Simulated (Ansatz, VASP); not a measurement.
## GaN in VASP and in Ansatz

```
Ga N
1.0
    -0.01406    2.24072    2.25477
     2.24072   -0.01406    2.25477
     2.22666    2.22666    0.00000
Ga N
1 1
Direct
  0.99904 0.99904 0.00096
  0.25096 0.25096 0.24904
```

Change from the starting cell: strained cell.

Alike in both runs: functional PBEsol; k mesh 10 × 10 × 10; occupations gaussian, width 0.02 eV; no spin polarisation.

Ansatz relaxed the structure, and its values are those at the end. VASP's run is a single point on that final structure, the one shown.

|  | VASP | Ansatz |
| --- | --- | --- |
| version | VASP 6.6.1 | Ansatz 0.2.0 |
| potentials or method | VASP PAW PBE potentials, release 64 (Ga_d, N), cutoff 600 eV | scalar-relativistic, plane waves, PAW |
| valence electrons in the cell | 18 | 18 |

Ansatz gave:

* gap on the k mesh at the Fermi level (eV): 1.68
* least direct gap on the mesh (eV): 1.68
* pressure (GPa): 0.9

Task: Which values does VASP return?

Result: gap on the k mesh at the Fermi level (eV): 1.70; least direct gap on the mesh (eV): 1.70; pressure (GPa): 0.5.

VASP's potentials were made for PBE, not for PBEsol, and Ansatz warns of the same on its side. With one functional, cell and mesh, what is left measures potentials, basis and numerics. Ansatz's warnings: stress scf threshold loose.
